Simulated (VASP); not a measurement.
# Be2Zn3Se5 (I-4m2) in VASP: notebook

Runs on Be2Zn3Se5. Level: PBE. Tasks: single point.

All numbers are computed with VASP 6.6.1; they aren't measurements. Logs are shortened: lines on timing, memory, paths and dates and some standing lists are left out, and cuts for length are marked.

## (1) The cell of the first run

The structure is tetragonal, space group I-4m2 (No. 119). The conventional cell has a = 3.837 Å, b = 3.837 Å, c = 27.133 Å, α = 90.00°, β = 90.00°, γ = 90.00°. Within 3.1 Å of Be (site symmetry 2mm) lie 4 Se at 2.35 Å. Zn (site symmetry 2mm) has 4 Se at 2.35 Å within 3.1 Å. Within 3.1 Å of Zn (site symmetry -4m2) lie 4 Se at 2.35 Å. Within 3.1 Å of Se (site symmetry -4m2) lie 4 Be at 2.35 Å. Within 3.1 Å of Se (site symmetry 2mm) lie 2 Be at 2.35 Å and 2 Zn at 2.35 Å. Within 3.1 Å of Se (site symmetry 2mm) lie 4 Zn at 2.35 Å.

## (2) Single point, PBE

The input, INCAR:

```
ALGO = Normal
EDIFF = 1E-7
ENCUT = 520
GGA = PE
ISIF = 2
ISMEAR = 0
LASPH = T
LCHARG = F
LREAL = F
LWAVE = F
NBANDS = 46
NELM = 80
PREC = Accurate
SIGMA = 0.1
```

The input, KPOINTS:

```
k-points
0
Gamma
  6 6 6
```

The input, POSCAR:

```
Be2Zn3Se5
1.0
   -1.9185721300      1.9185721300     13.5663536500
    1.9185721300     -1.9185721300     13.5663536500
    1.9185721300      1.9185721300    -13.5663536500
Be Zn Se
2 3 5
Direct
    0.7000000000      0.7000000000      0.0000000000
    0.3000000000      0.3000000000      0.0000000000
    0.9000000000      0.9000000000      0.0000000000
    0.5000000000      0.5000000000      0.0000000000
    0.1000000000      0.1000000000      0.0000000000
    0.2500000000      0.7500000000      0.5000000000
    0.8500000000      0.3500000000      0.5000000000
    0.4500000000      0.9500000000      0.5000000000
    0.0500000000      0.5500000000      0.5000000000
    0.6500000000      0.1500000000      0.5000000000
```

Potentials or basis: VASP PAW PBE potentials, release 64 (Be, Zn, Se).

On the command line:

```bash
$ cat potpaw_PBE.64/Be/POTCAR potpaw_PBE.64/Zn/POTCAR potpaw_PBE.64/Se/POTCAR > POTCAR
$ mpirun -np 1 vasp_std > vasp.out
```

OUTCAR:

```text
EDIFF = 1E-7
   ENCUT = 520
   GGA = PE
   ISIF = 2
   ISMEAR = 0
   LASPH = T
   LREAL = F
   NELM = 80
   PREC = Accurate

 ion  position               nearest neighbor table
   1  0.700  0.700  0.000-   6 2.35   6 2.35  10 2.35  10 2.35
   2  0.300  0.300  0.000-   6 2.35   6 2.35   7 2.35   7 2.35
   3  0.900  0.900  0.000-   7 2.35   7 2.35   8 2.35   8 2.35
   4  0.500  0.500  0.000-   9 2.35   8 2.35   9 2.35   8 2.35
   5  0.100  0.100  0.000-  10 2.35  10 2.35   9 2.35   9 2.35
   6  0.250  0.750  0.500-   2 2.35   1 2.35   2 2.35   1 2.35
   7  0.850  0.350  0.500-   3 2.35   3 2.35   2 2.35   2 2.35
   8  0.450  0.950  0.500-   4 2.35   4 2.35   3 2.35   3 2.35
   9  0.050  0.550  0.500-   4 2.35   4 2.35   5 2.35   5 2.35
  10  0.650  0.150  0.500-   5 2.35   5 2.35   1 2.35   1 2.35

  LATTYP: Found a body centered tetragonal cell.
 ALAT       =     3.8371442600
 C/A-ratio  =     7.0710678206

  Lattice vectors:

 A1 = (  -1.9185721300,   1.9185721300,  13.5663536500)
 A2 = (   1.9185721300,  -1.9185721300,  13.5663536500)
 A3 = (   1.9185721300,   1.9185721300, -13.5663536500)

Analysis of symmetry for initial positions (statically):
=====================================================================
 Subroutine PRICEL returns:
 Original cell was already a primitive cell.

 Routine SETGRP: Setting up the symmetry group for a
 body centered tetragonal supercell.

 Subroutine GETGRP returns: Found  8 space group operations
 (whereof  8 operations were pure point group operations)
 out of a pool of 16 trial point group operations.

The static configuration has the point symmetry D_2d.

Analysis of symmetry for dynamics (positions and initial velocities):
=====================================================================
 Subroutine PRICEL returns:
 Original cell was already a primitive cell.

 Routine SETGRP: Setting up the symmetry group for a
 body centered tetragonal supercell.

 Subroutine GETGRP returns: Found  8 space group operations
 (whereof  8 operations were pure point group operations)
 out of a pool of 16 trial point group operations.

The dynamic configuration has the point symmetry D_2d.

 Subroutine INISYM returns: Found  8 space group operations
 (whereof  8 operations are pure point group operations),
 and found     1 'primitive' translations

----------------------------------------------------------------------------------------

                                     Primitive cell

  volume of cell :     199.7466

  direct lattice vectors                    reciprocal lattice vectors
    -1.918572130  1.918572130 13.566353650     0.000000000  0.260610478  0.036855887
     1.918572130 -1.918572130 13.566353650     0.260610478  0.000000000  0.036855887
     1.918572130  1.918572130-13.566353650     0.260610478  0.260610478  0.000000000

  length of vectors
    13.835020397 13.835020397 13.835020397     0.263203681  0.263203681  0.368558873

  position of ions in fractional coordinates (direct lattice)
     0.700000000  0.700000000  0.000000000
     0.300000000  0.300000000  0.000000000
     0.900000000  0.900000000  0.000000000
     0.500000000  0.500000000  0.000000000
     0.100000000  0.100000000  0.000000000
     0.250000000  0.750000000  0.500000000
     0.850000000  0.350000000  0.500000000
     0.450000000  0.950000000  0.500000000
     0.050000000  0.550000000  0.500000000
     0.650000000  0.150000000  0.500000000

  ion indices of the primitive-cell ions
   primitive index   ion index
                 1           1
                 2           2
                 3           3
                 4           4
                 5           5
                 6           6
                 7           7
                 8           8
                 9           9
                10          10

----------------------------------------------------------------------------------------

 KPOINTS: k-points

Automatic generation of k-mesh.
 Grid dimensions read from file:
 generate k-points for:    6    6    6

 Generating k-lattice:

  Cartesian coordinates                     Fractional coordinates (reciprocal lattice)
     0.000000000  0.043435080  0.006142648     0.166666667  0.000000000  0.000000000
     0.043435080  0.000000000  0.006142648     0.000000000  0.166666667  0.000000000
     0.043435080  0.043435080  0.000000000     0.000000000  0.000000000  0.166666667

  Length of vectors
     0.043867280  0.043867280  0.061426479

  Shift w.r.t. Gamma in fractional coordinates (k-lattice)
     0.000000000  0.000000000  0.000000000

 Subroutine IBZKPT returns following result:
 ===========================================

 Found     30 irreducible k-points:

 Following reciprocal coordinates:
            Coordinates               Weight
  0.000000  0.000000  0.000000      1.000000
  0.166667  0.000000  0.000000      8.000000
  0.333333  0.000000 -0.000000      8.000000
  0.500000  0.000000 -0.000000      4.000000
  0.166667  0.166667  0.000000      8.000000
  0.333333  0.166667 -0.000000     16.000000
[... 16 lines left out ...]
 -0.333333 -0.333333  0.166667      8.000000
 -0.166667 -0.333333  0.166667      8.000000
 [... further k-points ...]
   k-points           NKPTS =     30   k-points in BZ     NKDIM =     30   number of bands    NBANDS=     46
   number of dos      NEDOS =    301   number of ions     NIONS =     10
   total plane-waves  NPLWV = ******
   dimension x,y,z NGX =   108 NGY =  108 NGZ =  108
   dimension x,y,z NGXF=   216 NGYF=  216 NGZF=  216
   ions per type =               2   3   5
   NGX,Y,Z   is equivalent  to a cutoff of  12.98, 12.98, 12.98 a.u.
   NGXF,Y,Z  is equivalent  to a cutoff of  25.96, 25.96, 25.96 a.u.
 SYSTEM =  unknown system
   PREC   = accura    normal or accurate (medium, high low for compatibility)
   ISTART =      0    job   : 0-new  1-cont  2-samecut
   ICHARG =      2    charge: 1-file 2-atom 10-const
   ISPIN  =      1    spin polarized calculation?
   LNONCOLLINEAR =      F non collinear calculations
   LSORBIT =      F    spin-orbit coupling
   LASPH  =      T    aspherical Exc in radial PAW
   ENCUT  =  520.0 eV  38.22 Ry    6.18 a.u.  25.72 25.72 25.72*2*pi/ulx,y,z
   NELM   =     80;   NELMIN=  2; NELMDL= -5     # of ELM steps
   EDIFF  = 0.1E-06   stopping-criterion for ELM
   LREAL  =      F    real-space projection
   EDIFFG = 0.1E-05   stopping-criterion for IOM
   NSW    =      0    number of steps for IOM
   IBRION =     -1    ionic relax: 0-MD 1-quasi-New 2-CG
   NFREE  =      0    steps in history (QN), initial steepest desc. (CG)
   ISIF   =      2    stress and relaxation
   ISYM   =      2    0-nonsym 1-usesym 2-fastsym
   POTIM  = 0.5000    time-step for ionic-motion
   TEBEG  =    0.0;   TEEND  =   0.0 temperature during run
   PSTRESS=    0.0 pullay stress
   NELECT =      70.0000    total number of electrons
   NUPDOWN=      -1.0000    fix difference up-down
   EMIN   =  10.00;   EMAX   =-10.00  energy-range for DOS
   EFERMI =   0.00;   METHOD = LEGACY
   ISMEAR =     0;   SIGMA  =   0.10  broadening in eV -4-tet -1-fermi 0-gaus
   EFERMI_NEDOS =   21; number of points for ismear=-14 and -15
   IALGO  =     38    algorithm
   IMIX   =      4    mixing-type and parameters
     AMIX     =   0.40;   BMIX     =  1.00
     AMIX_MAG =   1.60;   BMIX_MAG =  1.00
  volume/ion in A,a.u.               =      19.97       134.80
  Fermi-wavevector in a.u.,A,eV,Ry     =   1.154200  2.181122 18.125375  1.332178
  Thomas-Fermi vector in A             =   2.290838
   LORBIT       =      0    0 simple, 1 ext, 2 COOP (PROOUT), +10 PAW based schemes
   GGA     = PE    functional components
   LHFCALC =     F    Hartree Fock is set to
   AEXX    =    0.0000 exact exchange contribution
   IVDW    =     0    specifies the selected vdW correction
   LEPSILON=     F    determine dielectric tensor
   LRPA    =     F    only Hartree local field effects (RPA)
 non-spin polarized calculation
 Gauss-broadening in eV      SIGMA  =   0.10
  energy-cutoff  :      520.00
  volume of cell :      199.75
 maximum number of plane-waves:      5408
 NGX is ok and might be reduce to   108
   NGX = 51   NGY = 51   NGZ = 51

 number of electron      70.0000012 magnetization

 Free energy of the ion-electron system (eV)
  ---------------------------------------------------
  ext. energy  EPLUGINS =         0.00000000
  ---------------------------------------------------
  free energy    TOTEN  =       -34.71180551 eV

  energy without entropy =      -34.71180551  energy(sigma->0) =      -34.71180551

 E-fermi :   2.9765     XC(G=0):  -9.4761

 val. band max:        2.5396046705   @ k =   0.0000   0.0000   0.0000
 cond. band min:       4.8636348966   @ k =   0.0000   0.0000   0.0000
 fundamental gap:      2.3240302261
 Fermi energy:         2.9765203592

 k-point     1 :       0.0000    0.0000    0.0000
  band No.  band energies     occupation
      1     -11.3233      2.00000
      2     -10.8666      2.00000
      3     -10.6445      2.00000
      4     -10.1048      2.00000
      5      -9.8057      2.00000
      6      -4.4563      2.00000
[... 38 lines left out ...]
     45       7.6494      0.00000
     46       7.6494      0.00000

 k-point     2 :       0.1667    0.0000    0.0000
  band No.  band energies     occupation
      1     -11.1786      2.00000
      2     -10.7629      2.00000
      3     -10.5247      2.00000
      4     -10.0917      2.00000
      5      -9.7691      2.00000
      6      -4.3891      2.00000
[... 38 lines left out ...]
     45       7.7955      0.00000
     46       8.0926      0.00000

 k-point     3 :       0.3333    0.0000   -0.0000
  band No.  band energies     occupation
      1     -10.8126      2.00000
      2     -10.5144      2.00000
      3     -10.2710      2.00000
      4     -10.0976      2.00000
      5      -9.7450      2.00000
      6      -4.3095      2.00000
[... 1018 lines left out ...]
     45       8.1270      0.00000
     46       8.6192      0.00000

 k-point    24 :      -0.1667   -0.3333    0.1667
  band No.  band energies     occupation
      1     -11.1725      2.00000
      2     -10.8047      2.00000
      3     -10.4492      2.00000
      4     -10.1500      2.00000
      5      -9.7506      2.00000
      6      -4.3892      2.00000
[... 38 lines left out ...]
     45       7.8848      0.00000
     46       8.1824      0.00000

 [... further k-points ...]

------------------------ aborting loop because EDIFF is reached ----------------------------------------

  FORCE on cell =-STRESS in cart. coord.  units (eV):
  Direction    XX          YY          ZZ          XY          YZ          ZX
  --------------------------------------------------------------------------------------
  -------------------------------------------------------------------------------------
  Total        6.4898867      6.4898867      6.4078637      0.0000000     -0.0000000      0.0000000
  in kB       52.0557021     52.0557021     51.3977919      0.0000000     -0.0000000      0.0000000
  external PRESSURE =      51.8363987 kB  Pullay stress =       0.0000000 kB

 VOLUME and BASIS-vectors are now :
 -----------------------------------------------------------------------------
  energy-cutoff  :      520.00
  volume of cell :      199.75
      direct lattice vectors                 reciprocal lattice vectors
    -1.918572130  1.918572130 13.566353650     0.000000000  0.260610478  0.036855887
     1.918572130 -1.918572130 13.566353650     0.260610478  0.000000000  0.036855887
     1.918572130  1.918572130-13.566353650     0.260610478  0.260610478  0.000000000

 POSITION                                       TOTAL-FORCE (eV/Angst)
 -----------------------------------------------------------------------------------
      0.00000      0.00000     18.99290         0.000000     -0.000000      0.051272
      0.00000      0.00000      8.13981         0.000000     -0.000000     -0.051272
      0.00000      0.00000     24.41944         0.000000     -0.000000     -0.061922
      0.00000      0.00000     13.56635         0.000000     -0.000000     -0.000000
      0.00000      0.00000      2.71327         0.000000     -0.000000      0.061922
      1.91857      0.00000      6.78318         0.000000     -0.000000     -0.000000
      0.00000      1.91857      9.49645        -0.000000      0.000000     -1.879380
      1.91857     -0.00000     12.20972         0.000000     -0.000000     -0.009564
      1.91857      0.00000      1.35664         0.000000     -0.000000      0.009564
      0.00000      1.91857      4.06991        -0.000000      0.000000      1.879380
 -----------------------------------------------------------------------------------
    total drift:                                0.000001     -0.000001      0.000000

  FREE ENERGIE OF THE ION-ELECTRON SYSTEM (eV)
  ---------------------------------------------------
  free  energy   TOTEN  =       -34.7118055138 eV

  energy  without entropy=      -34.7118055138  energy(sigma->0) =      -34.71180551
```

Wall time 55 min (1 thread of Intel Xeon Platinum 8559C (Emerald Rapids), shared host); peak memory 2 GiB.

What came out:

| Quantity | Value |
| --- | --- |
| Free energy | -34.7118 eV |
| Pressure | 5.2 GPa |
| Largest force | 1.879 eV/Å |
| Band gap on the k mesh | 2.32 eV |

Forces on the atoms (eV/Å):
```
Be   0.000  0.000  0.051
Be   0.000  0.000 -0.051
Zn   0.000  0.000 -0.062
Zn   0.000  0.000  0.000
Zn   0.000  0.000  0.062
Se   0.000  0.000  0.000
Se   0.000  0.000 -1.879
Se   0.000  0.000 -0.010
Se   0.000  0.000  0.010
Se   0.000  0.000  1.879
```

Caveat: the cell stands under pressure; forces of over 1 eV/Å act on the atoms, so gaps and moduli don't describe the material at rest.

(Continued in part 2 of 2.)
